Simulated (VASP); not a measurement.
# TaSi2 (P6_222) in VASP: further runs

Runs on TaSi2. Level: PBE. Tasks: single point, relaxation of cell and atoms.

Program: VASP 6.6.1. These are calculated values, not measurements. Logs are shortened: lines on timing, memory, paths and dates and some standing lists are left out, and cuts for length are marked.

## (1) The cell of the first run

It takes space group P6_222 (No. 180, hexagonal). The conventional cell has a = 4.802 Å, b = 4.802 Å, c = 6.609 Å, α = 90.00°, β = 90.00°, γ = 120.00°. Ta (site symmetry 222) has 10 Si at 2.62 to 2.83 Å and 4 Ta at 3.26 Å within 3.5 Å. Si (site symmetry 2) has 9 Si at 2.57 to 3.34 Å and 5 Ta at 2.62 to 2.83 Å within 3.4 Å.

## (2) Single point, PBE

INCAR reads:

```
PREC = Accurate
ENCUT = 520
EDIFF = 1E-6
ISMEAR = 0
SIGMA = 0.1
LREAL = False
LASPH = True
NELM = 100
ALGO = Normal
ISIF = 2
LWAVE = False
LCHARG = True
GGA = PE
LELF = True
LVHAR = True
NBANDS = 38
```

KPOINTS reads:

```
Automatic mesh
0
Gamma
  6 6 4
```

POSCAR reads:

```
TaSi2
1.0
    4.8016714181     -0.0000002907      0.0000000000
   -2.4008354573      4.1583695740      0.0000000000
    0.0000000000      0.0000000000      6.6090345534
Ta Si
3 6
Direct
    0.0000000000      0.5000000000      0.1666666667
    0.5000000000      0.5000000000      0.8333333333
    0.5000000000      0.0000000000      0.5000000000
    0.8407974586      0.6815949172      0.5000000000
    0.1592025414      0.8407974586      0.8333333333
    0.6815949172      0.8407974586      0.1666666667
    0.1592025414      0.3184050828      0.5000000000
    0.8407974586      0.1592025414      0.8333333333
    0.3184050828      0.1592025414      0.1666666667
```

Potentials or basis: VASP PAW PBE potentials, release 64 (Ta_pv, Si).

Launch:

```sh
$ cat potpaw_PBE.64/Ta_pv/POTCAR potpaw_PBE.64/Si/POTCAR > POTCAR
$ mpirun -np 1 vasp_std > vasp.out
```

OUTCAR:

```text
PREC = Accurate
   ENCUT = 520
   EDIFF = 1E-6
   ISMEAR = 0
   LREAL = False
   LASPH = True
   NELM = 100
   ISIF = 2
   GGA = PE

 ion  position               nearest neighbor table
   1  0.000  0.500  0.167-   4 2.62   7 2.62   5 2.62   8 2.62   9 2.74   6 2.74   9 2.74   6 2.74
                             6 2.83   9 2.83   3 3.26   3 3.26   2 3.26   2 3.26
   2  0.500  0.500  0.833-   4 2.62   7 2.62   6 2.62   9 2.62   8 2.74   5 2.74   5 2.74   8 2.74
                             8 2.83   5 2.83   3 3.26   3 3.26   1 3.26   1 3.26
   3  0.500  0.000  0.500-   5 2.62   8 2.62   6 2.62   9 2.62   7 2.74   4 2.74   7 2.74   4 2.74
                             7 2.83   4 2.83   1 3.26   1 3.26   2 3.26   2 3.26
   4  0.841  0.682  0.500-   5 2.57   6 2.57   2 2.62   1 2.62   7 2.65   3 2.74   3 2.74   3 2.83
                             7 2.84   7 2.84
   5  0.159  0.841  0.833-   4 2.57   9 2.57   3 2.62   1 2.62   8 2.65   2 2.74   2 2.74   2 2.83
                             8 2.84   8 2.84
   6  0.682  0.841  0.167-   4 2.57   8 2.57   3 2.62   2 2.62   9 2.65   1 2.74   1 2.74   1 2.83
                             9 2.84   9 2.84
   7  0.159  0.318  0.500-   8 2.57   9 2.57   2 2.62   1 2.62   4 2.65   3 2.74   3 2.74   3 2.83
                             4 2.84   4 2.84
   8  0.841  0.159  0.833-   7 2.57   6 2.57   3 2.62   1 2.62   5 2.65   2 2.74   2 2.74   2 2.83
                             5 2.84   5 2.84
   9  0.318  0.159  0.167-   7 2.57   5 2.57   3 2.62   2 2.62   6 2.65   1 2.74   1 2.74   1 2.83
                             6 2.84   6 2.84

  LATTYP: Found a hexagonal cell.
 ALAT       =     4.8016714181
 C/A-ratio  =     1.3764029185

  Lattice vectors:

 A1 = (   4.8016714181,  -0.0000002907,   0.0000000000)
 A2 = (  -2.4008354573,   4.1583695740,   0.0000000000)
 A3 = (   0.0000000000,   0.0000000000,   6.6090345534)

Analysis of symmetry for initial positions (statically):
=====================================================================
 Subroutine PRICEL returns:
 Original cell was already a primitive cell.

 Routine SETGRP: Setting up the symmetry group for a
 hexagonal supercell.

 Subroutine GETGRP returns: Found 12 space group operations
 (whereof  4 operations were pure point group operations)
 out of a pool of 24 trial point group operations.

The static configuration has the point symmetry D_2 .
 The point group associated with its full space group is D_6 .

Analysis of symmetry for dynamics (positions and initial velocities):
=====================================================================
 Subroutine PRICEL returns:
 Original cell was already a primitive cell.

 Routine SETGRP: Setting up the symmetry group for a
 hexagonal supercell.

 Subroutine GETGRP returns: Found 12 space group operations
 (whereof  4 operations were pure point group operations)
 out of a pool of 24 trial point group operations.

The dynamic configuration has the point symmetry D_2 .
 The point group associated with its full space group is D_6 .

 Subroutine INISYM returns: Found 12 space group operations
 (whereof  4 operations are pure point group operations),
 and found     1 'primitive' translations

----------------------------------------------------------------------------------------

                                     Primitive cell

  volume of cell :     131.9634

  direct lattice vectors                    reciprocal lattice vectors
     4.801671418 -0.000000291  0.000000000     0.208260822  0.120239425  0.000000000
    -2.400835457  4.158369574  0.000000000     0.000000015  0.240478875  0.000000000
     0.000000000  0.000000000  6.609034553     0.000000000  0.000000000  0.151308030

  length of vectors
     4.801671418  4.801671418  6.609034553     0.240478875  0.240478875  0.151308030

  position of ions in fractional coordinates (direct lattice)
     0.000000000  0.500000000  0.166666667
     0.500000000  0.500000000  0.833333333
     0.500000000  0.000000000  0.500000000
     0.840797459  0.681594917  0.500000000
     0.159202541  0.840797459  0.833333333
     0.681594917  0.840797459  0.166666667
     0.159202541  0.318405083  0.500000000
     0.840797459  0.159202541  0.833333333
     0.318405083  0.159202541  0.166666667

  ion indices of the primitive-cell ions
   primitive index   ion index
                 1           1
                 2           2
                 3           3
                 4           4
                 5           5
                 6           6
                 7           7
                 8           8
                 9           9

----------------------------------------------------------------------------------------

 KPOINTS: Automatic mesh

Automatic generation of k-mesh.
 Grid dimensions read from file:
 generate k-points for:    6    6    4

 Generating k-lattice:

  Cartesian coordinates                     Fractional coordinates (reciprocal lattice)
     0.034710137  0.020039904  0.000000000     0.166666667  0.000000000  0.000000000
     0.000000002  0.040079812  0.000000000     0.000000000  0.166666667  0.000000000
     0.000000000  0.000000000  0.037827008     0.000000000  0.000000000  0.250000000

  Length of vectors
     0.040079812  0.040079812  0.037827008

  Shift w.r.t. Gamma in fractional coordinates (k-lattice)
     0.000000000  0.000000000  0.000000000

 Subroutine IBZKPT returns following result:
 ===========================================

 Found     21 irreducible k-points:

 Following reciprocal coordinates:
            Coordinates               Weight
  0.000000  0.000000  0.000000      1.000000
  0.166667  0.000000  0.000000      6.000000
  0.333333 -0.000000  0.000000      6.000000
  0.500000  0.000000  0.000000      3.000000
  0.166667  0.166667  0.000000      6.000000
  0.333333  0.166667  0.000000     12.000000
[... 13 lines left out ...]
  0.333333  0.166667  0.500000     12.000000
  0.333333  0.333333  0.500000      2.000000
   k-points           NKPTS =     21   k-points in BZ     NKDIM =     21   number of bands    NBANDS=     38
   number of dos      NEDOS =    301   number of ions     NIONS =      9
   total plane-waves  NPLWV =  64800
   dimension x,y,z NGX =    36 NGY =   36 NGZ =   50
   dimension x,y,z NGXF=    72 NGYF=   72 NGZF=  100
   ions per type =               3   6
   NGX,Y,Z   is equivalent  to a cutoff of  12.46, 12.46, 12.58 a.u.
   NGXF,Y,Z  is equivalent  to a cutoff of  24.93, 24.93, 25.15 a.u.
 SYSTEM =  unknown system
   PREC   = accura    normal or accurate (medium, high low for compatibility)
   ISTART =      0    job   : 0-new  1-cont  2-samecut
   ICHARG =      2    charge: 1-file 2-atom 10-const
   ISPIN  =      1    spin polarized calculation?
   LNONCOLLINEAR =      F non collinear calculations
   LSORBIT =      F    spin-orbit coupling
   LASPH  =      T    aspherical Exc in radial PAW
   ENCUT  =  520.0 eV  38.22 Ry    6.18 a.u.   8.93  8.93 12.29*2*pi/ulx,y,z
   NELM   =    100;   NELMIN=  2; NELMDL= -5     # of ELM steps
   EDIFF  = 0.1E-05   stopping-criterion for ELM
   LREAL  =      F    real-space projection
   EDIFFG = 0.1E-04   stopping-criterion for IOM
   NSW    =      0    number of steps for IOM
   IBRION =     -1    ionic relax: 0-MD 1-quasi-New 2-CG
   NFREE  =      0    steps in history (QN), initial steepest desc. (CG)
   ISIF   =      2    stress and relaxation
   ISYM   =      2    0-nonsym 1-usesym 2-fastsym
   POTIM  = 0.5000    time-step for ionic-motion
   TEBEG  =    0.0;   TEEND  =   0.0 temperature during run
   PSTRESS=    0.0 pullay stress
   NELECT =      57.0000    total number of electrons
   NUPDOWN=      -1.0000    fix difference up-down
   EMIN   =  10.00;   EMAX   =-10.00  energy-range for DOS
   EFERMI =   0.00;   METHOD = LEGACY
   ISMEAR =     0;   SIGMA  =   0.10  broadening in eV -4-tet -1-fermi 0-gaus
   EFERMI_NEDOS =   21; number of points for ismear=-14 and -15
   IALGO  =     38    algorithm
   IMIX   =      4    mixing-type and parameters
     AMIX     =   0.40;   BMIX     =  1.00
     AMIX_MAG =   1.60;   BMIX_MAG =  1.00
  volume/ion in A,a.u.               =      14.66        98.95
  Fermi-wavevector in a.u.,A,eV,Ry     =   1.237510  2.338554 20.836373  1.531430
  Thomas-Fermi vector in A             =   2.372074
   LORBIT       =      0    0 simple, 1 ext, 2 COOP (PROOUT), +10 PAW based schemes
   GGA     = PE    functional components
   LHFCALC =     F    Hartree Fock is set to
   AEXX    =    0.0000 exact exchange contribution
   IVDW    =     0    specifies the selected vdW correction
   LEPSILON=     F    determine dielectric tensor
   LRPA    =     F    only Hartree local field effects (RPA)
 non-spin polarized calculation
 Gauss-broadening in eV      SIGMA  =   0.10
  energy-cutoff  :      520.00
  volume of cell :      131.96
 maximum number of plane-waves:      3570
 NGX is ok and might be reduce to    36
   NGX = 17   NGY = 17   NGZ = 25

 number of electron      57.0000006 magnetization

 Free energy of the ion-electron system (eV)
  ---------------------------------------------------
  ext. energy  EPLUGINS =         0.00000000
  ---------------------------------------------------
  free energy    TOTEN  =       -72.26655891 eV

  energy without entropy =      -72.24977146  energy(sigma->0) =      -72.25816518

 E-fermi :   9.2112     XC(G=0): -12.0149

 val. band max:        9.1781678879   @ k =   0.3333   0.1667   0.5000
 cond. band min:       9.3027258354   @ k =   0.3333   0.1667   0.2500
 fundamental gap:      0.1245579475
 Fermi energy:         9.2111517845

 k-point     1 :       0.0000    0.0000    0.0000
  band No.  band energies     occupation
      1     -25.1896      2.00000
      2     -25.1891      2.00000
      3     -25.1891      2.00000
      4     -25.1227      2.00000
      5     -25.1227      2.00000
      6     -25.0354      2.00000
[... 30 lines left out ...]
     37      13.0670      0.00000
     38      13.1523      0.00000
[... 818 lines left out ...]
     37      12.6774      0.00000
     38      12.6859      0.00000

------------------------ aborting loop because EDIFF is reached ----------------------------------------

  FORCE on cell =-STRESS in cart. coord.  units (eV):
  Direction    XX          YY          ZZ          XY          YZ          ZX
  --------------------------------------------------------------------------------------
  -------------------------------------------------------------------------------------
  Total        0.0792473      0.0792473     -0.1311274     -0.0000000      0.0000000      0.0000000
  in kB        0.9621469      0.9621469     -1.5920267     -0.0000000      0.0000000      0.0000000
  external PRESSURE =       0.1107557 kB  Pullay stress =       0.0000000 kB

 VOLUME and BASIS-vectors are now :
 -----------------------------------------------------------------------------
  energy-cutoff  :      520.00
  volume of cell :      131.96
      direct lattice vectors                 reciprocal lattice vectors
     4.801671418 -0.000000291  0.000000000     0.208260822  0.120239425  0.000000000
    -2.400835457  4.158369574  0.000000000     0.000000015  0.240478875  0.000000000
     0.000000000  0.000000000  6.609034553     0.000000000  0.000000000  0.151308030

 POSITION                                       TOTAL-FORCE (eV/Angst)
 -----------------------------------------------------------------------------------
     -1.20042      2.07918      1.10151        -0.000000      0.000000     -0.000000
      1.20042      2.07918      5.50753        -0.000000      0.000000      0.000000
      2.40084     -0.00000      3.30452        -0.000000      0.000000     -0.000000
      2.40084      2.83432      3.30452        -0.000000     -0.002914     -0.000000
     -1.25418      3.49635      5.50753         0.002524     -0.001457     -0.000000
      1.25418      3.49635      1.10151        -0.002524     -0.001457     -0.000000
      0.00000      1.32405      3.30452         0.000000      0.002914     -0.000000
      3.65501      0.66202      5.50753        -0.002524      0.001457      0.000000
      1.14666      0.66202      1.10151         0.002524      0.001457      0.000000
 -----------------------------------------------------------------------------------
    total drift:                                0.000000     -0.000000     -0.000000

  FREE ENERGIE OF THE ION-ELECTRON SYSTEM (eV)
  ---------------------------------------------------
  free  energy   TOTEN  =       -72.2665589124 eV

  energy  without entropy=      -72.2497714570  energy(sigma->0) =      -72.25816518
```

Run time: 1.8 min. Hardware: 1 thread of Intel Xeon Platinum 8259CL at 2.50GHz (Skylake/Cascade Lake), shared host; peak memory 0.28 GiB.

Results:

```
Free energy : -72.2666 eV
Pressure    : 0.0 GPa
```

Forces on the atoms (eV/Å):
```
Ta   0.000  0.000  0.000
Ta   0.000  0.000  0.000
Ta   0.000  0.000  0.000
Si   0.000 -0.003  0.000
Si   0.003 -0.001  0.000
Si  -0.003 -0.001  0.000
Si   0.000  0.003  0.000
Si  -0.003  0.001  0.000
Si   0.003  0.001  0.000
```

Caveat: spin-orbit coupling is left out, which moves the levels of the heavy elements.

## (3) Relaxation of cell and atoms, PBE

This run uses another cell than the first one, of 14.27 Å³/atom, 0.973 times its volume.

INCAR reads:

```
PREC     = Accurate       # precision mode
ENCUT    = 600            # plane-wave cutoff, eV
EDIFF    = 1E-7           # SCF threshold, eV
ISMEAR   = 0              # smearing method
SIGMA    = 0.1            # smearing width, eV
LREAL    = F              # projectors in reciprocal space
LASPH    = T              # aspherical terms in the spheres
NELM     = 100            # most SCF steps
ALGO     = Normal         # electronic algorithm
ISIF     = 3              # what is computed and relaxed
LWAVE    = F              # write WAVECAR
LCHARG   = F              # write CHGCAR
GGA      = PE             # functional
IBRION   = 2              # ionic algorithm
NSW      = 60             # ionic steps
EDIFFG   = -0.04          # ionic threshold
```

KPOINTS is that of step 2.

POSCAR reads:

```
TaSi2
1.0
    4.7686270000      0.0000000000      0.0000000000
   -2.3843130000      4.1297520000      0.0000000000
    0.0000000000      0.0000000000      6.5214100000
Ta Si
3 6
Direct
    0.0000000000      0.5000000000      0.1666670000
    0.5000000000      0.5000000000      0.8333330000
    0.5000000000      0.0000000000      0.5000000000
    0.8413840000      0.6827670000      0.5000000000
    0.1586160000      0.8413840000      0.8333330000
    0.6827670000      0.8413840000      0.1666670000
    0.1586160000      0.3172330000      0.5000000000
    0.8413840000      0.1586160000      0.8333330000
    0.3172330000      0.1586160000      0.1666670000
```

Potentials or basis: VASP PAW PBE potentials, release 64 (Ta_pv, Si).

Launch:

```sh
$ cat potpaw_PBE.64/Ta_pv/POTCAR potpaw_PBE.64/Si/POTCAR > POTCAR
$ mpirun -np 1 vasp_std > vasp.out
```

It took 11 min on 1 thread of Intel Xeon Platinum 8259CL at 2.50GHz (Skylake/Cascade Lake), shared host; peak memory 0.34 GiB.

Results (log left out):

| Quantity | Value |
| --- | --- |
| Free energy | -72.2679 eV |
| Relaxed volume | 14.66 Å³/atom |
| Relaxed cell | a = 4.804 Å, b = 4.804 Å, c = 6.605 Å, α = 90.00°, β = 90.00°, γ = 120.00° |
| Space group after relaxing (to 0.05 Å) | P6_222 (No. 180) |
| Energy gained by relaxing | 7.3 meV/atom |
| Ionic steps | 5 |
| Pressure after relaxing | 0.0 GPa |
| Largest force after relaxing | 0.024 eV/Å |

Forces in eV/Å, atoms in the order of the input:
```
Ta   0.000  0.000  0.000
Ta   0.000  0.000  0.000
Ta   0.000  0.000  0.000
Si   0.000 -0.024  0.000
Si   0.020 -0.012  0.000
Si  -0.020 -0.012  0.000
Si   0.000  0.024  0.000
Si  -0.020  0.012  0.000
Si   0.020  0.012  0.000
```

Step by step:
```
step  energy change (eV)  largest force (eV/Å)  pressure (GPa)  volume (Å³)
   1              0.0000                0.0494            5.57       128.43
   2              0.0860                0.0542           -7.52       137.87
   3             -0.0651                0.0501           -0.09       132.07
   4             -0.0651                0.0500            0.02       132.00
   5             -0.0656                0.0235            0.03       131.98
```

Final structure:
```
Ta Si
1.0
     4.80355    0.00000    0.00000
    -2.40177    4.15999    0.00000
     0.00000    0.00000    6.60461
Ta Si
3 6
Direct
  0.00000 0.50000 0.16667
  0.50000 0.50000 0.83333
  0.50000 0.00000 0.50000
  0.84102 0.68203 0.50000
  0.15898 0.84102 0.83333
  0.68203 0.84102 0.16667
  0.15898 0.31797 0.50000
  0.84102 0.15898 0.83333
  0.31797 0.15898 0.16667
```

Levels at points of the mesh, in eV from the Fermi level:
| k point | band 27 | band 28 | band 29 | band 30 | band 31 | band 32 |
| --- | --- | --- | --- | --- | --- | --- |
| (0.00, 0.00, 0.00) | -2.15 | -2.15 | -1.48 | 0.74 | 2.95 | 2.95 |
| (0.50, 0.00, 0.00) | -0.72 | -0.08 | -0.04 | 0.87 | 1.15 | 1.55 |
| (0.00, 0.00, 0.50) | -1.77 | -1.77 | 1.12 | 1.12 | 2.54 | 2.54 |
| (0.50, 0.00, 0.50) | -1.83 | -0.67 | -0.26 | 1.53 | 1.92 | 2.49 |

Caveat: spin-orbit coupling is left out, which moves the levels of the heavy elements.

## (4) Single point, PBE

This run uses another cell than the first one, of 14.27 Å³/atom, 0.973 times its volume.

INCAR reads:

```
SYSTEM = TaSi2
PREC = Accurate ; ENCUT = 520
EDIFF = 1E-6 ; ISMEAR = 0
SIGMA = 0.1 ; LREAL = .FALSE.
LASPH = .TRUE. ; NELM = 100
ALGO = Normal ; ISIF = 2
LWAVE = .FALSE. ; LCHARG = .FALSE.
GGA = PE ; NBANDS = 38
```

KPOINTS reads:

```
Automatic mesh
0
G
  6 6 4
  0 0 0
```

POSCAR is that of step 3.

Launch:

```sh
$ cat potpaw_PBE.64/Ta_pv/POTCAR potpaw_PBE.64/Si/POTCAR > POTCAR
$ mpirun -np 1 vasp_std > vasp.out
```

Wall time 1.8 min (1 thread of Intel Xeon Platinum 8259CL at 2.50GHz (Skylake/Cascade Lake), shared host); peak memory 0.28 GiB.

The run converged. Its results:

```
Free energy   : -72.2005 eV
Pressure      : 5.6 GPa
Largest force : 0.050 eV/Å
```

Forces on the atoms (eV/Å):
```
Ta   0.000  0.000  0.000
Ta   0.000  0.000  0.000
Ta   0.000  0.000  0.000
Si   0.000 -0.050  0.000
Si   0.043 -0.025  0.000
Si  -0.043 -0.025  0.000
Si   0.000  0.050  0.000
Si  -0.043  0.025  0.000
Si   0.043  0.025  0.000
```

Stress tensor (GPa, compression positive):
```
4.53 0.00 0.00
0.00 4.53 0.00
0.00 0.00 7.60
```

Levels at points of the mesh, in eV from the Fermi level:
```
           k point  band 25  band 26  band 27  band 28  band 29  band 30  band 31  band 32  band 33  band 34
(0.00, 0.00, 0.00)    -2.48    -2.48    -2.21    -2.21    -1.48     0.77     3.00     3.00     3.58     3.59
(0.50, 0.00, 0.00)    -2.11    -1.10    -0.74    -0.08    -0.05     0.89     1.23     1.56     2.01     2.34
(0.00, 0.00, 0.50)    -2.25    -2.06    -1.79    -1.79     1.20     1.20     2.69     2.69     3.54     3.55
(0.50, 0.00, 0.50)    -2.05    -2.05    -1.83    -0.69    -0.29     1.58     1.99     2.56     2.57     2.65
```

Caveat: spin-orbit coupling is left out, which moves the levels of the heavy elements.

## (5) The runs side by side

| task | cell | cutoff (eV) | gap on the mesh (eV) | pressure (GPa) | largest force (eV/Å) |
| --- | --- | --- | --- | --- | --- |
| single point | a = 4.802, b = 4.802, c = 6.609 Å, angles 90.0, 90.0, 120.0°, 9 atoms | 520 | none | 0.0 | - |
| relaxation of cell and atoms | relaxed from a = 4.769, b = 4.769, c = 6.521 Å, angles 90.0, 90.0, 120.0°, 9 atoms | 600 | none | 0.0 | 0.02 |
| single point | a = 4.769, b = 4.769, c = 6.521 Å, angles 90.0, 90.0, 120.0°, 9 atoms | 520 | none | 5.6 | 0.05 |

Alike in all rows: level PBE; potentials or basis VASP PAW PBE potentials, release 64 (Ta_pv, Si); no spin polarisation; k mesh 6 × 6 × 4; smearing gaussian 0.1 eV.

Caveats: spin-orbit coupling is left out, which moves the levels of the heavy elements.

Absolute energies hang on the potentials; compare differences alone.
